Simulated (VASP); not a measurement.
A run of VASP 6.6.1:

INCAR

```
PREC     = Accurate       # precision mode
ENCUT    = 520            # plane-wave cutoff, eV
EDIFF    = 1E-8           # SCF threshold, eV
ISMEAR   = -1             # smearing method
SIGMA    = 0.03           # smearing width, eV
LREAL    = False          # projectors in reciprocal space
LASPH    = True           # aspherical terms in the spheres
NELM     = 100            # most SCF steps
ALGO     = Normal         # electronic algorithm
ISIF     = 2              # what is computed and relaxed
LWAVE    = False          # write WAVECAR
LCHARG   = False          # write CHGCAR
GGA      = CA             # functional
LEFG     = True         
NBANDS   = 16             # bands
```

Contents of KPOINTS:

```
regular mesh
0
Gamma
  8 8 8
```

Contents of POSCAR:

```
CdSe
1.0
    0.0000000000      3.0804715101      3.0804715101
    3.0804715101      0.0000000000      3.0804715101
    3.0804715101      3.0804715101      0.0000000000
Cd Se
1 1
Direct
    0.0000000000      0.0000000000      0.0000000000
    0.2500000000      0.2500000000      0.2500000000
```

Potentials or basis: VASP PAW LDA potentials, release 64 (Cd, Se).

Launch:

```sh
$ cat potpaw_LDA.64/Cd/POTCAR potpaw_LDA.64/Se/POTCAR > POTCAR
$ mpirun -np 1 vasp_std > vasp.out
```

Hardware: 1 thread of Intel(R) Xeon(R) Platinum 8488C (Sapphire Rapids) (shared host).

Estimate the wall time of this run.

It took 18 s on 1 thread of Intel(R) Xeon(R) Platinum 8488C (Sapphire Rapids) (shared host), peak memory 0.17 GiB. Counts: scf iterations 15, k points 29.
